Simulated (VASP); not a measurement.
# Ge6F in VASP: a series of runs

Ge6F is run at these levels: PBE; tasks: single point.

Everything below comes from runs of VASP 6.6.1. Logs are shortened: lines on timing, memory, paths and dates and some standing lists are left out, and cuts for length are marked.

### Step 1. The cell of the first run

The cell holds a slab with vacuum, 7 atoms: a = 4.074 Å, b = 5.762 Å, c = 19.524 Å, α = 90.00°, β = 90.00°, γ = 90.00°.

### Step 2. Single point, PBE

INCAR reads:

```
PREC     = Accurate       # precision mode
ENCUT    = 520            # plane-wave cutoff, eV
EDIFF    = 1E-6           # SCF threshold, eV
ISMEAR   = 0              # smearing method
SIGMA    = 0.1            # smearing width, eV
LREAL    = False          # projectors in reciprocal space
LASPH    = True           # aspherical terms in the spheres
NELM     = 60             # most SCF steps
ALGO     = Normal         # electronic algorithm
ISIF     = 2              # what is computed and relaxed
LWAVE    = False          # write WAVECAR
LCHARG   = True           # write CHGCAR
LDIPOL   = True         
IDIPOL   = 3            
DIPOL    = 0.5 0.5 0.336
GGA      = PE             # functional
LELF     = True           # ELF
LVHAR    = True         
LVACPOTAV= True         
NBANDS   = 54             # bands
```

KPOINTS reads:

```
Automatic mesh
0
Gamma
  7 5 1
```

POSCAR reads:

```
Ge6F
1.0
    4.0740542126      0.0000000000      0.0000000000
    0.0000000000      5.7615827213      0.0000000000
    0.0000000000      0.0000000000     19.5242196736
Ge F
6 1
Direct
    0.5000000000      0.0000000000      0.2048737449
    0.0000000000      0.2500000000      0.2048737449
    0.0000000000      0.5005156572      0.3087424246
    0.5000000000      0.7494843428      0.3087424246
    0.5000000000      0.0069199665      0.4109879835
    0.0000000000      0.2430800335      0.4109879835
    0.5000000000      0.0069199665      0.5040925001
```

Potentials or basis: VASP PAW PBE potentials, release 64 (Ge_d, F).

Command:

```bash
cat potpaw_PBE.64/Ge_d/POTCAR potpaw_PBE.64/F/POTCAR > POTCAR
mpirun -np 1 vasp_std > vasp.out
```

OUTCAR:

```text
PREC = Accurate
   ENCUT = 520
   EDIFF = 1E-6
   ISMEAR = 0
   LREAL = False
   LASPH = True
   NELM = 60
   ISIF = 2
   GGA = PE

 ion  position               nearest neighbor table
   1  0.500  0.000  0.205-   4 2.49   2 2.49   2 2.49
   2  0.000  0.250  0.205-   3 2.49   1 2.49   1 2.49
   3  0.000  0.501  0.309-   6 2.49   2 2.49   4 2.49   4 2.49
   4  0.500  0.749  0.309-   5 2.49   1 2.49   3 2.49   3 2.49
   5  0.500  0.007  0.411-   7 1.82   6 2.45   6 2.45   4 2.49
   6  0.000  0.243  0.411-   5 2.45   5 2.45   3 2.49
   7  0.500  0.007  0.504-   5 1.82

  LATTYP: Found a simple orthorhombic cell.
 ALAT       =     4.0740542126
 B/A-ratio  =     1.4142135624
 C/A-ratio  =     4.7923318284

  Lattice vectors:

 A1 = (   4.0740542126,   0.0000000000,   0.0000000000)
 A2 = (   0.0000000000,   5.7615827213,   0.0000000000)
 A3 = (   0.0000000000,   0.0000000000,  19.5242196736)

Analysis of symmetry for initial positions (statically):
=====================================================================
 Subroutine PRICEL returns:
 Original cell was already a primitive cell.

 Routine SETGRP: Setting up the symmetry group for a
 simple orthorhombic supercell.

 Subroutine GETGRP returns: Found  2 space group operations
 (whereof  2 operations were pure point group operations)
 out of a pool of  8 trial point group operations.

The static configuration has the point symmetry C_1h.

Analysis of symmetry for dynamics (positions and initial velocities):
=====================================================================
 Subroutine PRICEL returns:
 Original cell was already a primitive cell.

 Routine SETGRP: Setting up the symmetry group for a
 simple orthorhombic supercell.

 Subroutine GETGRP returns: Found  2 space group operations
 (whereof  2 operations were pure point group operations)
 out of a pool of  8 trial point group operations.

The dynamic configuration has the point symmetry C_1h.

 Subroutine INISYM returns: Found  2 space group operations
 (whereof  2 operations are pure point group operations),
 and found     1 'primitive' translations

----------------------------------------------------------------------------------------

                                     Primitive cell

  volume of cell :     458.2920

  direct lattice vectors                    reciprocal lattice vectors
     4.074054213  0.000000000  0.000000000     0.245455742  0.000000000  0.000000000
     0.000000000  5.761582721  0.000000000     0.000000000  0.173563420  0.000000000
     0.000000000  0.000000000 19.524219674     0.000000000  0.000000000  0.051218436

  length of vectors
     4.074054213  5.761582721 19.524219674     0.245455742  0.173563420  0.051218436

  position of ions in fractional coordinates (direct lattice)
     0.500000000  0.000000000  0.204873745
     0.000000000  0.250000000  0.204873745
     0.000000000  0.500515657  0.308742425
     0.500000000  0.749484343  0.308742425
     0.500000000  0.006919966  0.410987984
     0.000000000  0.243080034  0.410987984
     0.500000000  0.006919966  0.504092500

  ion indices of the primitive-cell ions
   primitive index   ion index
                 1           1
                 2           2
                 3           3
                 4           4
                 5           5
                 6           6
                 7           7

----------------------------------------------------------------------------------------

 KPOINTS: Automatic mesh

Automatic generation of k-mesh.
 Grid dimensions read from file:
 generate k-points for:    7    5    1

 Generating k-lattice:

  Cartesian coordinates                     Fractional coordinates (reciprocal lattice)
     0.035065106  0.000000000  0.000000000     0.142857143  0.000000000  0.000000000
     0.000000000  0.034712684  0.000000000     0.000000000  0.200000000  0.000000000
     0.000000000  0.000000000  0.051218436     0.000000000  0.000000000  1.000000000

  Length of vectors
     0.035065106  0.034712684  0.051218436

  Shift w.r.t. Gamma in fractional coordinates (k-lattice)
     0.000000000  0.000000000  0.000000000

 Subroutine IBZKPT returns following result:
 ===========================================

 Found     12 irreducible k-points:

 Following reciprocal coordinates:
            Coordinates               Weight
  0.000000  0.000000  0.000000      1.000000
  0.142857  0.000000  0.000000      2.000000
  0.285714  0.000000  0.000000      2.000000
  0.428571  0.000000  0.000000      2.000000
  0.000000  0.200000  0.000000      2.000000
  0.142857  0.200000  0.000000      4.000000
  0.285714  0.200000  0.000000      4.000000
  0.428571  0.200000  0.000000      4.000000
  0.000000  0.400000  0.000000      2.000000
  0.142857  0.400000  0.000000      4.000000
  0.285714  0.400000  0.000000      4.000000
  0.428571  0.400000  0.000000      4.000000
   k-points           NKPTS =     12   k-points in BZ     NKDIM =     12   number of bands    NBANDS=     54
   number of dos      NEDOS =    301   number of ions     NIONS =      7
   total plane-waves  NPLWV = 216000
   dimension x,y,z NGX =    30 NGY =   48 NGZ =  150
   dimension x,y,z NGXF=    60 NGYF=   96 NGZF=  300
   ions per type =               6   1
   NGX,Y,Z   is equivalent  to a cutoff of  12.24, 13.85, 12.77 a.u.
   NGXF,Y,Z  is equivalent  to a cutoff of  24.48, 27.70, 25.54 a.u.
 SYSTEM =  unknown system
   PREC   = accura    normal or accurate (medium, high low for compatibility)
   ISTART =      0    job   : 0-new  1-cont  2-samecut
   ICHARG =      2    charge: 1-file 2-atom 10-const
   ISPIN  =      1    spin polarized calculation?
   LNONCOLLINEAR =      F non collinear calculations
   LSORBIT =      F    spin-orbit coupling
   LASPH  =      T    aspherical Exc in radial PAW
   ENCUT  =  520.0 eV  38.22 Ry    6.18 a.u.   7.58 10.71 36.30*2*pi/ulx,y,z
   NELM   =     60;   NELMIN=  2; NELMDL= -5     # of ELM steps
   EDIFF  = 0.1E-05   stopping-criterion for ELM
   LREAL  =      F    real-space projection
   EDIFFG = 0.1E-04   stopping-criterion for IOM
   NSW    =      0    number of steps for IOM
   IBRION =     -1    ionic relax: 0-MD 1-quasi-New 2-CG
   NFREE  =      0    steps in history (QN), initial steepest desc. (CG)
   ISIF   =      2    stress and relaxation
   ISYM   =      2    0-nonsym 1-usesym 2-fastsym
   POTIM  = 0.5000    time-step for ionic-motion
   TEBEG  =    0.0;   TEEND  =   0.0 temperature during run
   PSTRESS=    0.0 pullay stress
   NELECT =      91.0000    total number of electrons
   NUPDOWN=      -1.0000    fix difference up-down
   EMIN   =  10.00;   EMAX   =-10.00  energy-range for DOS
   EFERMI =   0.00;   METHOD = LEGACY
   ISMEAR =     0;   SIGMA  =   0.10  broadening in eV -4-tet -1-fermi 0-gaus
   EFERMI_NEDOS =   21; number of points for ismear=-14 and -15
   IALGO  =     38    algorithm
   IMIX   =      4    mixing-type and parameters
     AMIX     =   0.40;   BMIX     =  1.00
     AMIX_MAG =   1.60;   BMIX_MAG =  1.00
  volume/ion in A,a.u.               =      65.47       441.82
  Fermi-wavevector in a.u.,A,eV,Ry     =   0.955083  1.804846 12.411015  0.912184
  Thomas-Fermi vector in A             =   2.083889
   LORBIT       =      0    0 simple, 1 ext, 2 COOP (PROOUT), +10 PAW based schemes
   GGA     = PE    functional components
   LHFCALC =     F    Hartree Fock is set to
   AEXX    =    0.0000 exact exchange contribution
   IVDW    =     0    specifies the selected vdW correction
   LEPSILON=     F    determine dielectric tensor
   LRPA    =     F    only Hartree local field effects (RPA)
 non-spin polarized calculation
 Gauss-broadening in eV      SIGMA  =   0.10
  energy-cutoff  :      520.00
  volume of cell :      458.29
 maximum number of plane-waves:     12387
   NGX = 15   NGY = 21   NGZ = 73

 number of electron      90.9999933 magnetization

 dipolmoment           0.000000      0.000000      0.227416 electrons x Angstroem

 Free energy of the ion-electron system (eV)
  ---------------------------------------------------
  ext. energy  EPLUGINS =         0.00000000
  ---------------------------------------------------
  free energy    TOTEN  =       -28.81703569 eV

  energy without entropy =      -28.80525545  energy(sigma->0) =      -28.81114557

 E-fermi :  -2.2669     XC(G=0):  -3.9989

 val. band max:       -2.2912133565   @ k =   0.0000   0.4000   0.0000
 cond. band min:      -2.2371778713   @ k =   0.0000   0.0000   0.0000
 fundamental gap:      0.0540354853
 Fermi energy:        -2.2668833629

 k-point     1 :       0.0000    0.0000    0.0000
  band No.  band energies     occupation
      1     -27.3199      2.00000
      2     -27.0185      2.00000
      3     -27.0085      2.00000
      4     -26.9640      2.00000
      5     -26.9243      2.00000
      6     -26.7867      2.00000
[... 46 lines left out ...]
     53       1.5777      0.00000
     54       2.1178      0.00000

 k-point     2 :       0.1429    0.0000    0.0000
  band No.  band energies     occupation
      1     -27.3195      2.00000
      2     -27.0210      2.00000
      3     -27.0086      2.00000
      4     -26.9634      2.00000
      5     -26.9241      2.00000
      6     -26.7871      2.00000
[... 46 lines left out ...]
     53       1.4994      0.00000
     54       1.7879      0.00000

 k-point     3 :       0.2857    0.0000    0.0000
  band No.  band energies     occupation
      1     -27.3187      2.00000
      2     -27.0226      2.00000
      3     -27.0100      2.00000
      4     -26.9651      2.00000
      5     -26.9241      2.00000
      6     -26.7884      2.00000
[... 46 lines left out ...]
     53       2.1455      0.00000
     54       3.0371      0.00000
[... 400 lines left out ...]
 k-point    11 :       0.2857    0.4000    0.0000
  band No.  band energies     occupation
      1     -27.3187      2.00000
      2     -27.0225      2.00000
      3     -27.0101      2.00000
      4     -26.9651      2.00000
      5     -26.9239      2.00000
      6     -26.7882      2.00000
[... 46 lines left out ...]
     53       2.6680      0.00000
     54       3.1233      0.00000

 k-point    12 :       0.4286    0.4000    0.0000
  band No.  band energies     occupation
      1     -27.3181      2.00000
      2     -27.0200      2.00000
      3     -27.0122      2.00000
      4     -26.9699      2.00000
      5     -26.9245      2.00000
      6     -26.7900      2.00000
[... 46 lines left out ...]
     53       2.6896      0.00000
     54       3.1306      0.00000

------------------------ aborting loop because EDIFF is reached ----------------------------------------

  FORCE on cell =-STRESS in cart. coord.  units (eV):
  Direction    XX          YY          ZZ          XY          YZ          ZX
  --------------------------------------------------------------------------------------
  -------------------------------------------------------------------------------------
  Total        2.3460984      1.4566561     -0.1650155      0.0000000      0.4344081      0.0000000
  in kB        8.2019007      5.0924329     -0.5768902      0.0000000      1.5186796      0.0000000
  external PRESSURE =       4.2391478 kB  Pullay stress =       0.0000000 kB

 VOLUME and BASIS-vectors are now :
 -----------------------------------------------------------------------------
  energy-cutoff  :      520.00
  volume of cell :      458.29
      direct lattice vectors                 reciprocal lattice vectors
     4.074054213  0.000000000  0.000000000     0.245455742  0.000000000  0.000000000
     0.000000000  5.761582721  0.000000000     0.000000000  0.173563420  0.000000000
     0.000000000  0.000000000 19.524219674     0.000000000  0.000000000  0.051218436

 POSITION                                       TOTAL-FORCE (eV/Angst)
 -----------------------------------------------------------------------------------
      2.03703      0.00000      4.00000         0.000000     -0.076206     -0.347388
      0.00000      1.44040      4.00000         0.000000     -0.229224      0.480413
      0.00000      2.88376      6.02795         0.000000     -0.123012      0.151860
      2.03703      4.31822      6.02795         0.000000     -0.129996     -0.289005
      2.03703      0.03987      8.02422         0.000000      0.857396      0.581505
      0.00000      1.40053      8.02422         0.000000      0.417074     -0.665637
      2.03703      0.03987      9.84201         0.000000     -0.716031      0.088253
 -----------------------------------------------------------------------------------
    total drift:                                0.000000     -0.000424     -0.001984

  FREE ENERGIE OF THE ION-ELECTRON SYSTEM (eV)
  ---------------------------------------------------
  free  energy   TOTEN  =       -28.8170356925 eV

  energy  without entropy=      -28.8052554464  energy(sigma->0) =      -28.81114557

 vacuum level on the upper side and lower side of the slab         4.007         2.254
```

Wall time 5.3 min (1 thread of Intel Xeon 6975P-C (Granite Rapids), shared host); peak memory 0.62 GiB.

Results:

| Quantity | Value |
| --- | --- |
| Free energy | -28.8170 eV |
| Largest force | 1.036 eV/Å |
| Band gap on the k mesh | zero (an odd number of electrons rules out a gap without spin polarisation) |

Forces on the atoms (eV/Å):
```
Ge   0.000 -0.076 -0.347
Ge   0.000 -0.229  0.480
Ge   0.000 -0.123  0.152
Ge   0.000 -0.130 -0.289
Ge   0.000  0.857  0.582
Ge   0.000  0.417 -0.666
F    0.000 -0.716  0.088
```

Caveat: an odd number of electrons without spin polarisation forces a metal; a magnetic or distorted state may lie lower.

### Step 3. Single point, PBE

INCAR reads:

```
SYSTEM = Ge6F
ALGO = Normal ; DIPOL = 0.5 0.5 0.317
EDIFF = 1E-6 ; ENCUT = 520
GGA = PE ; IDIPOL = 3
ISIF = 2 ; ISMEAR = 0
LASPH = .True. ; LCHARG = .False.
LDIPOL = .True. ; LREAL = .False.
LWAVE = .False. ; NBANDS = 54
NELM = 100 ; PREC = Accurate
SIGMA = 0.1
```

KPOINTS reads:

```
k-points
0
Gamma
  7 5 1
  0 0 0
```

POSCAR: that of step 2 with these lines changed.

```diff
@@ -14,2 +14,2 @@
     0.0000000000      0.2430800335      0.4109879835
-    0.5000000000      0.0069199665      0.5040925001
+    0.5000000000      0.3402532998      0.3667349718
```

Potentials or basis: VASP PAW PBE potentials, release 64 (Ge_d, F).

Command:

```bash
cat potpaw_PBE.64/Ge_d/POTCAR potpaw_PBE.64/F/POTCAR > POTCAR
mpirun -np 1 vasp_std > vasp.out
```

Run time: 5.4 min. Hardware: 1 thread of Intel Xeon 6975P-C (Granite Rapids), shared host; peak memory 0.62 GiB.

The run converged. Its results:

- Free energy: -27.3499 eV
- Largest force: 0.873 eV/Å
- Band gap on the k mesh: zero (an odd number of electrons rules out a gap without spin polarisation)

Forces on the atoms (eV/Å):
```
Ge   0.000  0.281 -0.189
Ge   0.000 -0.416  0.224
Ge   0.000  0.423 -0.461
Ge   0.000  0.571 -0.600
Ge   0.000 -0.378  0.177
Ge   0.000  0.008  0.873
F    0.000 -0.489 -0.025
```

Levels at points of the mesh, in eV from the Fermi level:
```
           k point  band 43  band 44  band 45  band 46  band 47  band 48  band 49  band 50
(0.00, 0.00, 0.00)    -1.62    -0.60    -0.31    -0.15     0.48     1.57     2.07     2.44
```

Caveat: an odd number of electrons without spin polarisation forces a metal; a magnetic or distorted state may lie lower.

### Step 4. Single point, PBE

INCAR reads:

```
SYSTEM = Ge6F
PREC     = Accurate       ! precision mode
ENCUT    = 520            ! plane-wave cutoff, eV
EDIFF    = 1E-6           ! SCF threshold, eV
ISMEAR   = 0              ! smearing method
SIGMA    = 0.1            ! smearing width, eV
LREAL    = .False.        ! projectors in reciprocal space
LASPH    = .True.         ! aspherical terms in the spheres
NELM     = 60             ! most SCF steps
ALGO     = Normal         ! electronic algorithm
ISIF     = 2              ! what is computed and relaxed
LWAVE    = .False.        ! write WAVECAR
LCHARG   = .True.         ! write CHGCAR
LDIPOL   = .True.       
IDIPOL   = 3            
DIPOL    = 0.5 0.5 0.328
GGA      = PE             ! functional
LELF     = .True.         ! ELF
LVHAR    = .True.       
LVACPOTAV= .True.       
NBANDS   = 54             ! bands
```

KPOINTS reads:

```
Automatic mesh
0
Gamma
  7 5 1
  0 0 0
```

POSCAR: that of step 3 with these lines changed.

```diff
@@ -14,2 +14,2 @@
     0.0000000000      0.2430800335      0.4109879835
-    0.5000000000      0.3402532998      0.3667349718
+    0.5000000000      0.6735866331      0.4451135128
```

Command:

```bash
cat potpaw_PBE.64/Ge_d/POTCAR potpaw_PBE.64/F/POTCAR > POTCAR
mpirun -np 1 vasp_std > vasp.out
```

It took 5.6 min on 1 thread of Intel Xeon 6975P-C (Granite Rapids), shared host; peak memory 0.62 GiB.

It converged, with:

```
Free energy            : -28.7344 eV
Largest force          : 1.533 eV/Å
Band gap on the k mesh : zero (an odd number of electrons rules out a gap without spin polarisation)
```

Forces in eV/Å, atoms in the order of the input:
```
Ge   0.000  0.259 -0.155
Ge   0.000 -0.377 -0.021
Ge   0.000 -0.178  0.078
Ge   0.000  0.038 -0.502
Ge   0.000 -1.528  0.112
Ge   0.000  0.349  0.471
F    0.000  1.439  0.017
```

Levels at points of the mesh, in eV from the Fermi level:
```
           k point  band 42  band 43  band 44  band 45  band 46  band 47  band 48  band 49  band 50  band 51
(0.00, 0.00, 0.00)    -2.08    -1.52    -1.10    -0.37    -0.11     1.15     1.36     1.75     2.36     2.74
```

Caveat: an odd number of electrons without spin polarisation forces a metal; a magnetic or distorted state may lie lower.

[end of part 1 of 2]

The gap in the log of VASP goes by the Fermi energy; the results here count the filled bands.